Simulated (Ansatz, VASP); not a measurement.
## Si3N4: VASP beside Ansatz

The input INCAR:

```
SYSTEM = Si3N4
  ALGO = Normal
  EDIFF = 1E-7
  EDIFFG = -0.002
  ENCUT = 600
  GGA = CA
  GGA_COMPAT = .FALSE.
  IBRION = 2
  ISIF = 3
  ISMEAR = 0
  LASPH = .TRUE.
  LCHARG = .FALSE.
  LREAL = .FALSE.
  LWAVE = .FALSE.
  NELM = 120
  NELMIN = 4
  NSW = 100
  PREC = Accurate
  SIGMA = 0.02
```

KPOINTS

```
k-points
0
G
  8 8 8
  0 0 0
```

The input POSCAR:

```
Si3N4
1.0
    0.0000000000      3.8447059991      3.8447059991
    3.8447059991      0.0000000000      3.8447059991
    3.8447059991      3.8447059991      0.0000000000
Si N
6 8
Direct
    0.6250000000      0.6250000000      0.1250000000
    0.6250000000      0.1250000000      0.6250000000
    0.1250000000      0.6250000000      0.6250000000
    0.6250000000      0.6250000000      0.6250000000
    0.2500000000      0.2500000000      0.2500000000
    0.0000000000      0.0000000000      0.0000000000
    0.8675701074      0.8675701074      0.8675701074
    0.8527103222      0.3824298926      0.3824298926
    0.3824298926      0.3824298926      0.8527103222
    0.3824298926      0.8527103222      0.3824298926
    0.8675701074      0.8675701074      0.3972896778
    0.8675701074      0.3972896778      0.8675701074
    0.3824298926      0.3824298926      0.3824298926
    0.3972896778      0.8675701074      0.8675701074
```

Input for Ansatz:

```yaml
crystal:
  lattice:
    - [0.0, 3.8447059991, 3.8447059991]
    - [3.8447059991, 0.0, 3.8447059991]
    - [3.8447059991, 3.8447059991, 0.0]
  atoms:
    - { symbol: Si, position: [0.625, 0.625, 0.125] }
    - { symbol: Si, position: [0.625, 0.125, 0.625] }
    - { symbol: Si, position: [0.125, 0.625, 0.625] }
    - { symbol: Si, position: [0.625, 0.625, 0.625] }
    - { symbol: Si, position: [0.25, 0.25, 0.25] }
    - { symbol: Si, position: [0.0, 0.0, 0.0] }
    - { symbol: "N", position: [0.8675701074, 0.8675701074, 0.8675701074] }
    - { symbol: "N", position: [0.8527103222, 0.3824298926, 0.3824298926] }
    - { symbol: "N", position: [0.3824298926, 0.3824298926, 0.8527103222] }
    - { symbol: "N", position: [0.3824298926, 0.8527103222, 0.3824298926] }
    - { symbol: "N", position: [0.8675701074, 0.8675701074, 0.3972896778] }
    - { symbol: "N", position: [0.8675701074, 0.3972896778, 0.8675701074] }
    - { symbol: "N", position: [0.3824298926, 0.3824298926, 0.3824298926] }
    - { symbol: "N", position: [0.3972896778, 0.8675701074, 0.8675701074] }
basis:
  ecutwfc: 420
kpoints:
  mp_grid: { grid: [8, 8, 8] }
hamiltonian:
  xc: lda
  pseudopotentials: { kind: paw, azcp: { folder: soft_1 } }
scf:
  occupations: { method: gaussian, width: 0.02 }
output:
  forces: true
  stress: true
  eigenvalues: true
  write_density: true
  write_potential: true
  elf: true
  volumetric_format: npy
relax:
  adjacent_minimum: "off"
  f_tol: 0.002
  max_steps: 80
  cell: { stress_tol: 0.02 }
```

Alike in both runs: task relaxation of cell and atoms; functional LDA; k mesh 8 × 8 × 8; occupations gaussian, width 0.02 eV; no spin polarisation.

|  | VASP | Ansatz |
| --- | --- | --- |
| version | VASP 6.6.1 | Ansatz 0.2.0 |
| potentials or method | VASP PAW LDA potentials, release 64 (Si, N), cutoff 600 eV | scalar-relativistic, plane waves, PAW |
| valence electrons in the cell | 64 | 64 |

|  | VASP | Ansatz | Ansatz less VASP |
| --- | --- | --- | --- |
| gap on the k mesh at the Fermi level, each at its own relaxed structure (eV) | 3.35 | 3.36 | +0.019 |
| relaxed volume (Å³/atom) | 8.14 | 8.12 | -0.015 |
| relaxed cell length with the largest relative difference (Å) | 5.442 | 5.438 | -0.0034 |

Ansatz warns that its potentials were made for another functional, while VASP's fit it. LDA's correlation is that of Perdew and Zunger in VASP and of Perdew and Wang (1992) in Ansatz.
